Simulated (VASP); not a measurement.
A run of VASP 6.6.1:

The input INCAR:

```
  PREC = Accurate
  ENCUT = 910
  EDIFF = 1E-6
  ISMEAR = 0
  SIGMA = 0.02
  LREAL = F
  LASPH = T
  NELM = 120
  ALGO = Normal
  ISIF = 2
  LWAVE = F
  LCHARG = F
  GGA = PS
  NBANDS = 26
  GGA_COMPAT = F
```

File KPOINTS:

```
Automatic mesh
0
Gamma
  12 12 6
```

File POSCAR:

```
ZnO
1.0
    3.2304736098      0.0000000000      0.0000000000
   -1.6152368049      2.7976722123      0.0000000000
    0.0000000000      0.0000000000      5.1097940982
Zn O
2 2
Direct
    0.6666666667      0.3333333333      0.4978735395
    0.3333333333      0.6666666667     -0.0021264605
    0.6666666667      0.3333333333      0.8824364605
    0.3333333333      0.6666666667      0.3824364605
```

Potentials or basis: VASP PAW PBE potentials, release 64 (Zn, O_h).

The run is started by

```console
$ cat potpaw_PBE.64/Zn/POTCAR potpaw_PBE.64/O_h/POTCAR > POTCAR
$ mpirun -np 1 vasp_std > vasp.out
```

Hardware: 1 thread of Intel(R) Xeon(R) 6975P-C (Granite Rapids), with other jobs on the host.

Estimate the wall time of this run.

Run time: 68 s on 1 thread of Intel(R) Xeon(R) 6975P-C (Granite Rapids), with other jobs on the host, peak memory 0.33 GiB. Counts: scf iterations 15, k points 76.
